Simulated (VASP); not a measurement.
The system is MoS2.

```xyz
6
Lattice="3.1690 0.0000 0.0000 -1.5845 2.7444 0.0000 0.0000 0.0000 12.3240" Properties=species:S:1:pos:R:3 pbc="T T T"
Mo    1.5845    0.9148    9.2430
Mo    0.0000    1.8296    3.0810
S     1.5845    0.9148    4.6461
S     0.0000    1.8296   10.8081
S     1.5845    0.9148    1.5159
S     0.0000    1.8296    7.6779
```

- Program: VASP 6.6.1
- Task: relaxation of cell and atoms
- Functional: PBEsol
- Dispersion: D4
- Potentials or basis: VASP PAW PBE potentials, release 64 (Mo_sv, S)
- Cutoff: 600 eV
- k mesh: 10 × 10 × 3
- Occupations: fermi-dirac, width 0.05 eV
- Spin: no spin polarisation

At the start: pressure -5.1 GPa; volume 17.86 Å³/atom.

Q: Where does the relaxation end?

A: Over 13 steps the energy falls by 12.6 meV/atom and the volume is 16.80 Å³/atom (-6.0 %); space group P6_3/mmc (No. 194, to 0.1 Å) before and after.

The path:
```csv
step,energy change (eV),largest force (eV/Å),pressure (GPa),volume (Å³)
1,0.0000,0.3092,-5.08,107.18
2,0.1487,1.4515,10.82,98.64
3,-0.0531,0.2381,-0.32,104.18
4,-0.0531,0.2490,-0.22,104.12
5,-0.0617,0.0878,-0.10,103.34
6,-0.0618,0.0744,-0.10,103.28
7,-0.0647,0.0629,-0.13,103.00
8,-0.0716,0.0296,-0.23,102.17
9,-0.0752,0.0403,-0.25,100.49
10,-0.0757,0.0147,-0.25,101.02
11,-0.0757,0.0184,-0.24,100.96
12,-0.0728,0.1409,1.32,100.00
13,-0.0759,0.0089,0.00,100.80
```

Final structure:
```xyz
6
Lattice="3.1235 0.0000 0.0000 -1.5617 2.7050 0.0000 0.0000 0.0000 11.9302" Properties=species:S:1:pos:R:3 pbc="T T T"
Mo    1.5617    0.9017    8.9477
Mo    0.0000    1.8033    2.9826
S     1.5617    0.9017    4.5430
S     0.0000    1.8033   10.5081
S     1.5617    0.9017    1.4221
S     0.0000    1.8033    7.3872
```

Caveat: the PAW data sets were made with another functional, which shifts forces and pressure a little.
